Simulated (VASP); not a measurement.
# InAs in VASP: single point with PBE

Aim: the single point of InAs with PBE.

Everything below comes from runs of VASP 6.6.1. Logs are shortened: lines on timing, memory, paths and dates and some standing lists are left out, and cuts for length are marked.

### 1 The cell of the first run

The cell holds a slab with vacuum, 16 atoms: a = 8.749 Å, b = 8.749 Å, c = 20.465 Å, α = 90.00°, β = 90.00°, γ = 120.00°.

### 2 Single point, PBE

INCAR

```
PREC = Accurate
ENCUT = 520
EDIFF = 1E-6
ISMEAR = 0
SIGMA = 0.1
LREAL = Auto
LASPH = True
NELM = 60
ALGO = Normal
ISIF = 2
LWAVE = False
LCHARG = True
LDIPOL = True
IDIPOL = 3
DIPOL = 0.5 0.5 0.503
GGA = PE
LELF = True
LVHAR = True
LVACPOTAV = True
NBANDS = 86
```

KPOINTS

```
Automatic mesh
0
Gamma
  3 3 1
```

POSCAR

```
InAs
1.0
    8.7493989332      0.0000000000      0.0000000000
   -4.3746994666      7.5772017440      0.0000000000
    0.0000000000      0.0000000000     20.4649089463
As In
8 8
Direct
    0.5000000000      0.0000000000      0.3909130513
    0.5000000000      0.5000000000      0.3909130513
    0.0000000000      0.0000000000      0.3909130513
    0.0000000000      0.5000000000      0.3909130513
    0.6666666667      0.8333333333      0.5777381754
    0.6666666667      0.3333333333      0.5777381754
    0.1666666667      0.8333333333      0.5777381754
    0.1666666667      0.3333333333      0.5777381754
    0.1666666667      0.8333333333      0.4345478308
    0.1666666667      0.3333333333      0.4345478308
    0.6666666667      0.8333333333      0.4345478308
    0.6666666667      0.3333333333      0.4345478308
    0.3333333333      0.6666666667      0.6095579748
    0.3333333333      0.1666666667      0.6095579748
    0.8333333333      0.6666666667      0.6095579748
    0.8333333333      0.1666666667      0.6095579748
```

Potentials or basis: VASP PAW PBE potentials, release 64 (As, In_d).

Command:

```bash
$ cat potpaw_PBE.64/As/POTCAR potpaw_PBE.64/In_d/POTCAR > POTCAR
$ mpirun -np 1 vasp_std > vasp.out
```

OUTCAR:

```text
PREC = Accurate
   ENCUT = 520
   EDIFF = 1E-6
   ISMEAR = 0
   LREAL = Auto
   LASPH = True
   NELM = 60
   ISIF = 2
   GGA = PE

 ion  position               nearest neighbor table
   1  0.500  0.000  0.391-   9 2.68  12 2.68  11 2.68
   2  0.500  0.500  0.391-  10 2.68  11 2.68  12 2.68
   3  0.000  0.000  0.391-  11 2.68  10 2.68   9 2.68
   4  0.000  0.500  0.391-  12 2.68   9 2.68  10 2.68
   5  0.667  0.833  0.578-  15 2.61  13 2.61  16 2.61  11 2.93
   6  0.667  0.333  0.578-  16 2.61  14 2.61  15 2.61  12 2.93
   7  0.167  0.833  0.578-  13 2.61  15 2.61  14 2.61   9 2.93
   8  0.167  0.333  0.578-  14 2.61  16 2.61  13 2.61  10 2.93
   9  0.167  0.833  0.435-   1 2.68   4 2.68   3 2.68   7 2.93
  10  0.167  0.333  0.435-   2 2.68   3 2.68   4 2.68   8 2.93
  11  0.667  0.833  0.435-   3 2.68   2 2.68   1 2.68   5 2.93
  12  0.667  0.333  0.435-   4 2.68   1 2.68   2 2.68   6 2.93
  13  0.333  0.667  0.610-   7 2.61   5 2.61   8 2.61
  14  0.333  0.167  0.610-   8 2.61   6 2.61   7 2.61
  15  0.833  0.667  0.610-   5 2.61   7 2.61   6 2.61
  16  0.833  0.167  0.610-   6 2.61   8 2.61   5 2.61

  LATTYP: Found a hexagonal cell.
 ALAT       =     8.7493989332
 C/A-ratio  =     2.3390074110

  Lattice vectors:

 A1 = (   8.7493989332,   0.0000000000,   0.0000000000)
 A2 = (  -4.3746994666,   7.5772017440,   0.0000000000)
 A3 = (   0.0000000000,   0.0000000000,  20.4649089463)

Analysis of symmetry for initial positions (statically):
=====================================================================
 Subroutine PRICEL returns following result:

  LATTYP: Found a hexagonal cell.
 ALAT       =     4.3746994666
 C/A-ratio  =     4.6780148219

  Lattice vectors:

 A1 = (   4.3746994666,   0.0000000000,   0.0000000000)
 A2 = (  -2.1873497333,   3.7886008720,   0.0000000000)
 A3 = (   0.0000000000,   0.0000000000,  20.4649089463)

   4 primitive cells build up your supercell.

 Routine SETGRP: Setting up the symmetry group for a
 hexagonal supercell.

 Subroutine GETGRP returns: Found  6 space group operations
 (whereof  6 operations were pure point group operations)
 out of a pool of 24 trial point group operations.

The static configuration has the point symmetry C_3v.

Analysis of symmetry for dynamics (positions and initial velocities):
=====================================================================
 Subroutine PRICEL returns following result:

  LATTYP: Found a hexagonal cell.
 ALAT       =     4.3746994666
 C/A-ratio  =     4.6780148219

  Lattice vectors:

 A1 = (   4.3746994666,   0.0000000000,   0.0000000000)
 A2 = (  -2.1873497333,   3.7886008720,   0.0000000000)
 A3 = (   0.0000000000,   0.0000000000,  20.4649089463)

   4 primitive cells build up your supercell.

 Routine SETGRP: Setting up the symmetry group for a
 hexagonal supercell.

 Subroutine GETGRP returns: Found  6 space group operations
 (whereof  6 operations were pure point group operations)
 out of a pool of 24 trial point group operations.

The dynamic configuration has the point symmetry C_3v.

 Subroutine INISYM returns: Found  6 space group operations
 (whereof  6 operations are pure point group operations),
 and found     4 'primitive' translations

----------------------------------------------------------------------------------------

                                     Primitive cell

  volume of cell :     339.1852

  direct lattice vectors                    reciprocal lattice vectors
     4.374699467  0.000000000  0.000000000     0.228587131  0.131974842  0.000000000
    -2.187349733  3.788600872  0.000000000     0.000000000  0.263949683  0.000000000
     0.000000000  0.000000000 20.464908946     0.000000000  0.000000000  0.048864131

  length of vectors
     4.374699467  4.374699467 20.464908946     0.263949683  0.263949683  0.048864131

  position of ions in fractional coordinates (direct lattice)
     0.000000000  0.000000000  0.390913051
     0.333333333  0.666666667  0.577738175
     0.333333333  0.666666667  0.434547831
     0.666666667  0.333333333  0.609557975

  ion indices of the primitive-cell ions
   primitive index   ion index
                 1           1
                 2           5
                 3          11
                 4          14

----------------------------------------------------------------------------------------

 KPOINTS: Automatic mesh

Automatic generation of k-mesh.
 Grid dimensions read from file:
 generate k-points for:    3    3    1

 Generating k-lattice:

  Cartesian coordinates                     Fractional coordinates (reciprocal lattice)
     0.038097855  0.021995807  0.000000000     0.333333333  0.000000000  0.000000000
     0.000000000  0.043991614  0.000000000     0.000000000  0.333333333  0.000000000
     0.000000000  0.000000000  0.048864131     0.000000000  0.000000000  1.000000000

  Length of vectors
     0.043991614  0.043991614  0.048864131

  Shift w.r.t. Gamma in fractional coordinates (k-lattice)
     0.000000000  0.000000000  0.000000000

 Subroutine IBZKPT returns following result:
 ===========================================

 Found      3 irreducible k-points:

 Following reciprocal coordinates:
            Coordinates               Weight
  0.000000  0.000000  0.000000      1.000000
  0.333333  0.000000  0.000000      6.000000
  0.333333  0.333333  0.000000      2.000000
   k-points           NKPTS =      3   k-points in BZ     NKDIM =      3   number of bands    NBANDS=     86
   number of dos      NEDOS =    301   number of ions     NIONS =     16
   total plane-waves  NPLWV = 784000
   dimension x,y,z NGX =    70 NGY =   70 NGZ =  160
   dimension x,y,z NGXF=   140 NGYF=  140 NGZF=  320
   ions per type =               8   8
   NGX,Y,Z   is equivalent  to a cutoff of  13.30, 13.30, 13.00 a.u.
   NGXF,Y,Z  is equivalent  to a cutoff of  26.60, 26.60, 26.00 a.u.
 SYSTEM =  unknown system
   PREC   = accura    normal or accurate (medium, high low for compatibility)
   ISTART =      0    job   : 0-new  1-cont  2-samecut
   ICHARG =      2    charge: 1-file 2-atom 10-const
   ISPIN  =      1    spin polarized calculation?
   LNONCOLLINEAR =      F non collinear calculations
   LSORBIT =      F    spin-orbit coupling
   LASPH  =      T    aspherical Exc in radial PAW
   ENCUT  =  520.0 eV  38.22 Ry    6.18 a.u.  16.27 16.27 38.05*2*pi/ulx,y,z
   NELM   =     60;   NELMIN=  2; NELMDL= -5     # of ELM steps
   EDIFF  = 0.1E-05   stopping-criterion for ELM
   LREAL  =      T    real-space projection
   EDIFFG = 0.1E-04   stopping-criterion for IOM
   NSW    =      0    number of steps for IOM
   IBRION =     -1    ionic relax: 0-MD 1-quasi-New 2-CG
   NFREE  =      0    steps in history (QN), initial steepest desc. (CG)
   ISIF   =      2    stress and relaxation
   ISYM   =      2    0-nonsym 1-usesym 2-fastsym
   POTIM  = 0.5000    time-step for ionic-motion
   TEBEG  =    0.0;   TEEND  =   0.0 temperature during run
   PSTRESS=    0.0 pullay stress
   NELECT =     144.0000    total number of electrons
   NUPDOWN=      -1.0000    fix difference up-down
   EMIN   =  10.00;   EMAX   =-10.00  energy-range for DOS
   EFERMI =   0.00;   METHOD = LEGACY
   ISMEAR =     0;   SIGMA  =   0.10  broadening in eV -4-tet -1-fermi 0-gaus
   EFERMI_NEDOS =   21; number of points for ismear=-14 and -15
   IALGO  =     38    algorithm
   IMIX   =      4    mixing-type and parameters
     AMIX     =   0.40;   BMIX     =  1.00
     AMIX_MAG =   1.60;   BMIX_MAG =  1.00
  volume/ion in A,a.u.               =      84.80       572.23
  Fermi-wavevector in a.u.,A,eV,Ry     =   0.775110  1.464746  8.174320  0.600796
  Thomas-Fermi vector in A             =   1.877308
   LORBIT       =      0    0 simple, 1 ext, 2 COOP (PROOUT), +10 PAW based schemes
   GGA     = PE    functional components
   LHFCALC =     F    Hartree Fock is set to
   AEXX    =    0.0000 exact exchange contribution
   IVDW    =     0    specifies the selected vdW correction
   LEPSILON=     F    determine dielectric tensor
   LRPA    =     F    only Hartree local field effects (RPA)
 non-spin polarized calculation
 Gauss-broadening in eV      SIGMA  =   0.10
  energy-cutoff  :      520.00
  volume of cell :     1356.74
 maximum number of plane-waves:     36557
 NGX is ok and might be reduce to    70
   NGX = 33   NGY = 33   NGZ = 77

 number of electron     143.9999988 magnetization

 dipolmoment           0.000000      0.000000     -0.809225 electrons x Angstroem

 Free energy of the ion-electron system (eV)
  ---------------------------------------------------
  ext. energy  EPLUGINS =         0.00000000
  ---------------------------------------------------
  free energy    TOTEN  =       -56.34503296 eV

  energy without entropy =      -56.33249324  energy(sigma->0) =      -56.33876310

 E-fermi :  -1.3043     XC(G=0):  -3.7134

 val. band max:       -1.6167467600   @ k =   0.0000   0.0000   0.0000
 cond. band min:      -1.3043236205   @ k =   0.0000   0.0000   0.0000
 fundamental gap:      0.3124231395
 Fermi energy:        -1.3043246045

 k-point     1 :       0.0000    0.0000    0.0000
  band No.  band energies     occupation
      1     -16.7476      2.00000
      2     -16.7476      2.00000
      3     -16.7476      2.00000
      4     -16.7358      2.00000
      5     -16.6399      2.00000
      6     -16.6399      2.00000
[... 76 lines left out ...]
     83       0.7226      0.00000
     84       0.7226      0.00000

 k-point     2 :       0.3333    0.0000    0.0000
  band No.  band energies     occupation
      1     -16.7400      2.00000
      2     -16.7400      2.00000
      3     -16.7392      2.00000
      4     -16.7330      2.00000
      5     -16.6421      2.00000
      6     -16.6421      2.00000
[... 76 lines left out ...]
     83       1.3413      0.00000
     84       1.3413      0.00000

 k-point     3 :       0.3333    0.3333    0.0000
  band No.  band energies     occupation
      1     -16.7365      2.00000
      2     -16.7337      2.00000
      3     -16.7337      2.00000
      4     -16.7337      2.00000
      5     -16.6434      2.00000
      6     -16.6434      2.00000
[... 76 lines left out ...]
     83       1.5295      0.00000
     84       1.8897      0.00000
 [bands above 84 left out]

------------------------ aborting loop because EDIFF is reached ----------------------------------------

  FORCE on cell =-STRESS in cart. coord.  units (eV):
  Direction    XX          YY          ZZ          XY          YZ          ZX
  --------------------------------------------------------------------------------------
  -------------------------------------------------------------------------------------
  Total        0.3277625      0.3277625     -1.7169543      0.0000000      0.0000000      0.0000000
  in kB        0.3870552      0.3870552     -2.0275541      0.0000000      0.0000000      0.0000000
  external PRESSURE =      -0.4178145 kB  Pullay stress =       0.0000000 kB

 VOLUME and BASIS-vectors are now :
 -----------------------------------------------------------------------------
  energy-cutoff  :      520.00
  volume of cell :     1356.74
      direct lattice vectors                 reciprocal lattice vectors
     8.749398933  0.000000000  0.000000000     0.114293565  0.065987421  0.000000000
    -4.374699467  7.577201744  0.000000000     0.000000000  0.131974842  0.000000000
     0.000000000  0.000000000 20.464908946     0.000000000  0.000000000  0.048864131

 POSITION                                       TOTAL-FORCE (eV/Angst)
 -----------------------------------------------------------------------------------
      4.37470      0.00000      8.00000         0.000000      0.000000      0.360088
      2.18735      3.78860      8.00000         0.000000      0.000000      0.360088
      0.00000      0.00000      8.00000         0.000000      0.000000      0.360088
     -2.18735      3.78860      8.00000         0.000000      0.000000      0.360088
      2.18735      6.31433     11.82336        -0.000000     -0.000000     -0.022680
      4.37470      2.52573     11.82336        -0.000000     -0.000000     -0.022680
[... 8 lines left out ...]
      4.37470      5.05147     12.47455        -0.000000      0.000000     -0.008551
      6.56205      1.26287     12.47455         0.000000     -0.000000     -0.008551
 -----------------------------------------------------------------------------------
    total drift:                                0.000000     -0.000000      0.156331

  FREE ENERGIE OF THE ION-ELECTRON SYSTEM (eV)
  ---------------------------------------------------
  free  energy   TOTEN  =       -56.3450329647 eV

  energy  without entropy=      -56.3324932366  energy(sigma->0) =      -56.33876310

 vacuum level on the upper side and lower side of the slab         1.841         4.050
```

Wall time 34 min (1 thread of Intel Xeon 8259CL, shared host); peak memory 1.4 GiB.

What came out:

```
Free energy            : -56.3450 eV
Largest force          : 0.360 eV/Å
Band gap on the k mesh : zero (filled and empty bands touch)
```

Forces in eV/Å, atoms in the order of the input:
```
As   0.000  0.000  0.360
As   0.000  0.000  0.360
As   0.000  0.000  0.360
As   0.000  0.000  0.360
As   0.000  0.000 -0.023
As   0.000  0.000 -0.023
As   0.000  0.000 -0.023
As   0.000  0.000 -0.023
In   0.000  0.000 -0.329
In   0.000  0.000 -0.329
In   0.000  0.000 -0.329
In   0.000  0.000 -0.329
In   0.000  0.000 -0.009
In   0.000  0.000 -0.009
In   0.000  0.000 -0.009
In   0.000  0.000 -0.009
```

Levels at points of the mesh, in eV from the Fermi level:
```
           k point  band 68  band 69  band 70  band 71  band 72  band 73  band 74  band 75  band 76  band 77
(0.00, 0.00, 0.00)    -0.95    -0.95    -0.95    -0.31     0.00     0.00     0.41     0.41     0.41     0.87
```

Caveat: spin-orbit coupling is left out, which moves the levels of the heavy elements.
